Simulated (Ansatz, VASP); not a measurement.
## AlFe in VASP and in Ansatz

File INCAR:

```
ALGO = Normal
EDIFF = 1E-6
ENCUT = 520
GGA = PS
ISIF = 2
ISMEAR = 0
ISPIN = 2
LASPH = True
LCHARG = False
LMAXMIX = 4
LORBIT = 11
LREAL = False
LWAVE = False
MAGMOM = 0 0.75
NBANDS = 16
NELM = 150
PREC = Accurate
SIGMA = 0.15
```

Contents of KPOINTS:

```
k-points
0
Gamma
  18 18 18
```

Contents of POSCAR:

```
AlFe
1.0
    2.5235350492      0.0000000000      0.0000000000
    0.0000000000      2.5235350492      0.0000000000
    0.0000000000      0.0000000000      3.0375791387
Al Fe
1 1
Direct
    0.0000000000      0.0000000000      0.0000000000
    0.5000000000      0.5000000000      0.5000000000
```

Input for Ansatz:

```yaml
crystal:
  lattice:
    - [2.5235350492, 0.0, 0.0]
    - [0.0, 2.5235350492, 0.0]
    - [0.0, 0.0, 3.0375791387]
  atoms:
    - { symbol: Al, position: [0.0, 0.0, 0.0] }
    - { symbol: Fe, position: [0.5, 0.5, 0.5], spin: 0.75 }
basis:
  ecutwfc: 520.0
kpoints:
  mp_grid: { grid: [18, 18, 18] }
hamiltonian:
  xc: pbesol
scf:
  occupations: { method: gaussian, width: 0.15 }
output:
  forces: true
  stress: true
  eigenvalues: true
  populations: true
magnetization:
  spin_polarized: true
```

Alike in both runs: task single point; functional PBEsol; k mesh 18 × 18 × 18; occupations gaussian, width 0.15 eV; collinear spin.

|  | VASP | Ansatz |
| --- | --- | --- |
| version | VASP 6.6.1 | Ansatz 0.2.0 |
| potentials or method | VASP PAW PBE potentials, release 64 (Al, Fe), cutoff 520 eV | scalar-relativistic, plane waves, PAW |
| valence electrons in the cell | 11 | 19 |

```tsv
	VASP	Ansatz	Ansatz less VASP
gap on the k mesh at the Fermi level (eV)	none	none	-
net moment per atom (μB)	0.00	0.44	+0.444
size of the moment on the site where the two differ most (μB)	0.00	0.89	+0.890
```

The net moments are unlike, so the other rows may belong to different states. VASP's potentials were made for PBE, not for PBEsol. Site moments also hang on the region over which each program counts them. A gap of «none» marks a metal or a gap that the smearing closes. VASP's potentials hold 11 valence electrons a cell and Ansatz's 19, so a difference there can come from the potentials and not from the codes.
